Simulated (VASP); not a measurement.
# Ru12C (a cell with a defect) in VASP: notebook

The runs below take Ru12C (a cell with a defect) through single point, with LDA.

All numbers are computed with VASP 6.6.1; they aren't measurements. Logs are shortened: lines on timing, memory, paths and dates and some standing lists are left out, and cuts for length are marked.

## (1) The cell of the first run

The cell holds a defect, 13 atoms: a = 5.400 Å, b = 8.100 Å, c = 4.277 Å, α = 90.00°, β = 90.00°, γ = 120.00°.

## (2) Single point, LDA

The input, INCAR:

```
SYSTEM = Ru12C
  ALGO = Normal
  EDIFF = 1E-6
  ENCUT = 520
  GGA = CA
  ISIF = 2
  ISMEAR = 0
  LASPH = .True.
  LCHARG = .True.
  LELF = .True.
  LREAL = .False.
  LVHAR = .True.
  LWAVE = .False.
  NBANDS = 98
  NELM = 60
  PREC = Accurate
  SIGMA = 0.1
```

The input, KPOINTS:

```
k-points
0
Gamma
  4 3 4
  0 0 0
```

The input, POSCAR:

```
Ru12C
1.0
    5.4000000000      0.0000000000      0.0000000000
   -4.0500000000      7.0148060000      0.0000000000
    0.0000000000      0.0000000000      4.2768000000
Ru C
12 1
Direct
    0.0043971690      0.0041268426      0.0614784418
    0.1946527212      0.2584527641      0.4755160400
   -0.0031401243      0.3373706985     -0.0053395062
    0.1524236562      0.5505241342      0.4985790778
   -0.0009294333      0.6624254470     -0.0018944070
    0.1796452859      0.8743184060      0.4876047512
    0.5014203820     -0.0016733178      0.0000935279
    0.6641216966      0.2184469535      0.4940974560
    0.5106221716      0.3368231424     -0.0062329312
    0.6744099549      0.5538912979      0.4968555930
    0.4930747837      0.6597821807     -0.0063535821
    0.6299493146      0.8703988393      0.4824291526
    0.0052406769      0.0115779396      0.6344755425
```

Potentials or basis: VASP PAW LDA potentials, release 64 (Ru_pv, C).

Command:

```
$ cat potpaw_LDA.64/Ru_pv/POTCAR potpaw_LDA.64/C/POTCAR > POTCAR
$ mpirun -np 1 vasp_std > vasp.out
```

OUTCAR:

```text
SYSTEM = Ru12C
   EDIFF = 1E-6
   ENCUT = 520
   GGA = CA
   ISIF = 2
   ISMEAR = 0
   LASPH = .True.
   LREAL = .False.
   NELM = 60
   PREC = Accurate

 ion  position               nearest neighbor table
   1  0.004  0.004  0.061-  13 1.83  13 2.45  12 2.51   6 2.51   2 2.51   7 2.71   7 2.72   9 2.73
                             3 2.73   5 2.77  11 2.79   6 3.00  12 3.03   2 3.08
   2  0.195  0.258  0.476-  13 1.86   4 2.49  10 2.50   1 2.51   3 2.54   9 2.54   9 2.67   3 2.68
                             8 2.71   8 2.72   6 3.07   1 3.08  12 3.10
   3  0.997  0.337  0.995-   2 2.54   4 2.60   4 2.62   9 2.62   5 2.63   8 2.64  11 2.65   8 2.65
                             2 2.68   7 2.71   1 2.73   9 2.78
   4  0.152  0.551  0.499-   2 2.49   6 2.55  12 2.59  10 2.60   3 2.60   5 2.61   5 2.62   3 2.62
                            11 2.65   8 2.66  11 2.68  10 2.81
   5  0.999  0.662  0.998-   6 2.57   4 2.61   4 2.62  10 2.62  10 2.63   3 2.63   9 2.64   6 2.64
                            11 2.68   7 2.72  11 2.72   1 2.77
   6  0.180  0.874  0.488-  13 1.89  12 2.45   1 2.51   4 2.55   5 2.57   7 2.57   5 2.64   7 2.66
                            10 2.66   8 2.71  12 2.95   1 3.00   2 3.07
   7  0.501  0.998  0.000-  12 2.56   6 2.57   8 2.62   8 2.66   6 2.66  12 2.68   1 2.71   3 2.71
                             5 2.72   9 2.72  11 2.72   1 2.72
   8  0.664  0.218  0.494-   7 2.62   9 2.64   9 2.64   3 2.64   3 2.65   7 2.66   4 2.66  10 2.69
                             6 2.71   2 2.71   2 2.72  12 2.73
   9  0.511  0.337  0.994-   2 2.54  10 2.61   3 2.62  10 2.64   5 2.64   8 2.64   8 2.64  11 2.66
                             2 2.67   7 2.72   1 2.73   3 2.78
  10  0.674  0.554  0.497-   2 2.50   4 2.60   9 2.61   5 2.62   5 2.63   9 2.64  11 2.65   6 2.66
                            11 2.68   8 2.69  12 2.69   4 2.81
  11  0.493  0.660  0.994-  12 2.56  12 2.64   3 2.65   4 2.65  10 2.65   9 2.66  10 2.68   5 2.68
                             4 2.68   7 2.72   5 2.72   1 2.79
  12  0.630  0.870  0.482-  13 1.88   6 2.45   1 2.51   7 2.56  11 2.56   4 2.59  11 2.64   7 2.68
                            10 2.69   8 2.73   6 2.95   1 3.03   2 3.10
  13  0.005  0.012  0.634-   1 1.83   2 1.86  12 1.88   6 1.89   1 2.45

  LATTYP: Found a simple monoclinic cell.
 ALAT       =     5.4000000000
 B/A-ratio  =     0.7920000000
 C/A-ratio  =     1.3228756972
 COS(beta)  =    -0.1889822305

  Lattice vectors:

 A1 = (   5.4000000000,   0.0000000000,   0.0000000000)
 A2 = (   0.0000000000,   0.0000000000,   4.2768000000)
 A3 = (  -1.3500000000,  -7.0148060000,   0.0000000000)

Analysis of symmetry for initial positions (statically):
=====================================================================
 Subroutine PRICEL returns:
 Original cell was already a primitive cell.

[... 161 lines left out ...]
   IMIX   =      4    mixing-type and parameters
     AMIX     =   0.40;   BMIX     =  1.00
     AMIX_MAG =   1.60;   BMIX_MAG =  1.00
  volume/ion in A,a.u.               =      12.46        84.10
  Fermi-wavevector in a.u.,A,eV,Ry     =   1.670096  3.156024 37.949666  2.789222
  Thomas-Fermi vector in A             =   2.755654
   LORBIT       =      0    0 simple, 1 ext, 2 COOP (PROOUT), +10 PAW based schemes
   GGA     = CA    functional components
   LHFCALC =     F    Hartree Fock is set to
   AEXX    =    0.0000 exact exchange contribution
   IVDW    =     0    specifies the selected vdW correction
   LEPSILON=     F    determine dielectric tensor
   LRPA    =     F    only Hartree local field effects (RPA)
 non-spin polarized calculation
 Gauss-broadening in eV      SIGMA  =   0.10
  energy-cutoff  :      520.00
  volume of cell :      162.00
 maximum number of plane-waves:      4388
   NGX = 21   NGY = 31   NGZ = 15

 number of electron     172.0000010 magnetization

 Free energy of the ion-electron system (eV)
  ---------------------------------------------------
  ext. energy  EPLUGINS =         0.00000000
  ---------------------------------------------------
  free energy    TOTEN  =      -135.50607993 eV

  energy without entropy =     -135.44957286  energy(sigma->0) =     -135.47782640

 E-fermi :  13.4724     XC(G=0): -14.5712

 val. band max:       13.4662740032   @ k =   0.2500   0.3333   0.0000
 cond. band min:      13.4727943184   @ k =   0.5000   0.0000   0.5000
 fundamental gap:      0.0065203153
 Fermi energy:        13.4724193940

 k-point     1 :       0.0000    0.0000    0.0000
  band No.  band energies     occupation
      1     -30.3260      2.00000
      2     -30.2605      2.00000
      3     -30.1977      2.00000
      4     -30.0096      2.00000
      5     -29.9720      2.00000
      6     -29.9314      2.00000
[... 2413 lines left out ...]
     97      14.8583      0.00000
     98      14.8945      0.00000

 [... further k-points ...]

------------------------ aborting loop because EDIFF is reached ----------------------------------------

  FORCE on cell =-STRESS in cart. coord.  units (eV):
  Direction    XX          YY          ZZ          XY          YZ          ZX
  --------------------------------------------------------------------------------------
  -------------------------------------------------------------------------------------
  Total       11.3012052     12.0326246     13.8700076      0.1805928     -0.7855194      0.4604773
  in kB      111.7652973    118.9988009    137.1699294      1.7860051     -7.7685353      4.5539732
  external PRESSURE =     122.6446758 kB  Pullay stress =       0.0000000 kB

 VOLUME and BASIS-vectors are now :
 -----------------------------------------------------------------------------
  energy-cutoff  :      520.00
  volume of cell :      162.00
      direct lattice vectors                 reciprocal lattice vectors
     5.400000000  0.000000000  0.000000000     0.185185185  0.106916713  0.000000000
    -4.050000000  7.014806000  0.000000000     0.000000000  0.142555617  0.000000000
     0.000000000  0.000000000  4.276800000     0.000000000  0.000000000  0.233819678

 POSITION                                       TOTAL-FORCE (eV/Angst)
 -----------------------------------------------------------------------------------
      0.00703      0.02895      0.26293         0.023054     -0.015315      0.031306
      0.00439      1.81300      2.03369         0.001700      0.050517      0.002908
      4.01669      2.36659      4.25396         0.004149     -0.007810     -0.012358
     -1.40654      3.86182      2.13232         0.010001      0.008020     -0.000034
      2.71216      4.64679      4.26870        -0.006774      0.009232     -0.002742
     -2.57091      6.13317      2.08539         0.021643     -0.031593     -0.002763
     -1.33555      7.00307      0.00040         0.007609     -0.006390     -0.016610
      2.70155      1.53236      2.11316        -0.016627     -0.001038      0.001498
      1.39323      2.36275      4.25014        -0.004810      0.004488     -0.011800
      1.39855      3.88544      2.12495        -0.003870      0.017592      0.002082
     -0.00951      4.62824      4.24963         0.014535      0.013363     -0.012729
     -0.12339      6.10568      2.06325        -0.047187     -0.048856      0.015157
     -0.01859      0.08122      2.71353        -0.003422      0.007790      0.006085
 -----------------------------------------------------------------------------------
    total drift:                                0.000346      0.000192      0.000690

  FREE ENERGIE OF THE ION-ELECTRON SYSTEM (eV)
  ---------------------------------------------------
  free  energy   TOTEN  =      -135.5060799341 eV

  energy  without entropy=     -135.4495728618  energy(sigma->0) =     -135.47782640
```

OSZICAR:

```text
N       E                     dE             d eps       ncg     rms          rms(c)
DAV:   1     0.233113879413E+04    0.23311E+04   -0.10170E+05  5104   0.196E+03
DAV:   2    -0.243152937291E+02   -0.23555E+04   -0.23047E+04  5248   0.626E+02
DAV:   3    -0.141742443053E+03   -0.11743E+03   -0.11213E+03  6586   0.129E+02
[... 10 lines left out ...]
DAV:  14    -0.135506085301E+03    0.89145E-03   -0.58842E-03  6768   0.457E-01    0.880E-02
DAV:  15    -0.135506135481E+03   -0.50181E-04   -0.61395E-04  6464   0.160E-01    0.754E-02
DAV:  16    -0.135506080283E+03    0.55199E-04   -0.25966E-04  6600   0.114E-01    0.205E-02
DAV:  17    -0.135506081238E+03   -0.95491E-06   -0.33267E-05  6912   0.298E-02    0.110E-02
DAV:  18    -0.135506080127E+03    0.11104E-05   -0.75524E-06  5384   0.197E-02    0.523E-03
DAV:  19    -0.135506079934E+03    0.19306E-06   -0.26665E-06  3840   0.922E-03
   1 F= -.13550608E+03 E0= -.13547783E+03  d E =-.565071E-01
```

stdout:

```text
POSCAR found type information on POSCAR RuC
 POSCAR found :  2 types and      13 ions
 scaLAPACK will be used
 LDA part: xc-table for (Slater(with rela. corr.)+CA(PZ))
 , standard interpolation
 POSCAR, INCAR and KPOINTS ok, starting setup
 FFT: planning ... GRIDC
 FFT: planning ... GRID_SOFT
 FFT: planning ... GRID
 WAVECAR not read
 entering main loop
```

It took 7 min on 1 thread of Intel Xeon Platinum 8375C at 2.90GHz (Ice Lake), shared host; peak memory 0.4 GiB.

Results:

* Free energy: -135.5061 eV
* Pressure: 12.3 GPa
* Largest force: 0.070 eV/Å
* Band gap on the k mesh: zero (band 86 reaches 13.66 eV, above the bottom of band 87 at 13.04 eV)

Forces in eV/Å, atoms in the order of the input:
```
Ru   0.023 -0.015  0.031
Ru   0.002  0.051  0.003
Ru   0.004 -0.008 -0.012
Ru   0.010  0.008  0.000
Ru  -0.007  0.009 -0.003
Ru   0.022 -0.032 -0.003
Ru   0.008 -0.006 -0.017
Ru  -0.017 -0.001  0.001
Ru  -0.005  0.004 -0.012
Ru  -0.004  0.018  0.002
Ru   0.015  0.013 -0.013
Ru  -0.047 -0.049  0.015
C   -0.003  0.008  0.006
```

Caveat: the k points lie up to 0.37 Å⁻¹ apart.

## (3) Single point, LDA

The input, INCAR:

```
ALGO = Normal
EDIFF = 1E-7
ENCUT = 520
ISIF = 2
ISMEAR = 0
LASPH = T
LCHARG = F
LREAL = F
LWAVE = F
NBANDS = 98
NELM = 60
PREC = Accurate
SIGMA = 0.1
```

The input, KPOINTS:

```
k-points
0
Gamma
  4 3 4
```

The input, POSCAR:

```
Ru12C
1.0
    5.4000000000      0.0000000000      0.0000000000
   -4.0500000000      7.0148060000      0.0000000000
    0.0000000000      0.0000000000      4.2768000000
Ru C
12 1
Direct
    0.0029632220      0.0029568886      0.0186344931
    0.2033773766      0.2689727984      0.4817204452
   -0.0055017758      0.3356909657     -0.0016809297
    0.1403725231      0.5480073148      0.5021020389
   -0.0004586012      0.6636169268      0.0010147774
    0.1822209480      0.8718148442      0.4928773850
    0.5022950552     -0.0023520251     -0.0003158904
    0.6633737013      0.2153338239      0.4984322391
    0.5134761202      0.3378419874     -0.0022388234
    0.6794336241      0.5577695235      0.5016610550
    0.4887802161      0.6578402881     -0.0008398803
    0.6242516315      0.8639078543      0.4925787972
    0.0084273381      0.0161374384      0.5447367190
```

Potentials or basis: VASP PAW LDA potentials, release 64 (Ru_pv, C).

Command:

```
$ cat potpaw_LDA.64/Ru_pv/POTCAR potpaw_LDA.64/C/POTCAR > POTCAR
$ mpirun -np 1 vasp_std > vasp.out
```

Run time: 14 min. Hardware: 1 thread of AMD EPYC 7R43 (Zen 3), shared host; peak memory 0.36 GiB.

The run converged. Its results:

| Item | Value |
| --- | --- |
| Free energy | -135.0511 eV |
| Pressure | 13.2 GPa |
| Largest force | 1.035 eV/Å |
| Band gap on the k mesh | zero (band 86 reaches 13.72 eV, above the bottom of band 87 at 13.08 eV) |

Forces on the atoms (eV/Å):
```
Ru  -0.006  0.011  0.402
Ru   0.000  0.026 -0.483
Ru   0.006 -0.006 -0.102
Ru   0.049  0.015 -0.004
Ru  -0.019  0.013 -0.032
Ru   0.019 -0.007 -0.225
Ru  -0.002 -0.005 -0.069
Ru  -0.009  0.004 -0.089
Ru  -0.011 -0.023 -0.116
Ru  -0.021 -0.023 -0.015
Ru   0.015 -0.003 -0.074
Ru  -0.039 -0.004 -0.229
C    0.018  0.003  1.035
```

Stress tensor (GPa, compression positive):
```
16.93  1.23 -0.01
 1.23 18.89 -1.20
-0.01 -1.20  3.78
```

Levels at points of the mesh, in eV from the Fermi level:
| k point | band 82 | band 83 | band 84 | band 85 | band 86 | band 87 | band 88 | band 89 | band 90 | band 91 |
| --- | --- | --- | --- | --- | --- | --- | --- | --- | --- | --- |
| (0.00, 0.00, 0.00) | -1.00 | -0.38 | -0.31 | 0.13 | 0.20 | 0.37 | 0.45 | 0.49 | 0.52 | 0.72 |
| (0.50, 0.00, 0.00) | -1.21 | -1.02 | -0.89 | -0.82 | -0.76 | -0.23 | -0.14 | 0.03 | 0.23 | 0.51 |
| (0.00, 0.00, 0.50) | -0.85 | -0.35 | -0.15 | -0.07 | 0.02 | 0.20 | 0.31 | 0.45 | 0.57 | 0.57 |
| (0.50, 0.00, 0.50) | -1.24 | -1.23 | -1.01 | -0.28 | -0.16 | -0.01 | 0.20 | 0.29 | 0.42 | 0.49 |

Caveat: the k points lie up to 0.37 Å⁻¹ apart.
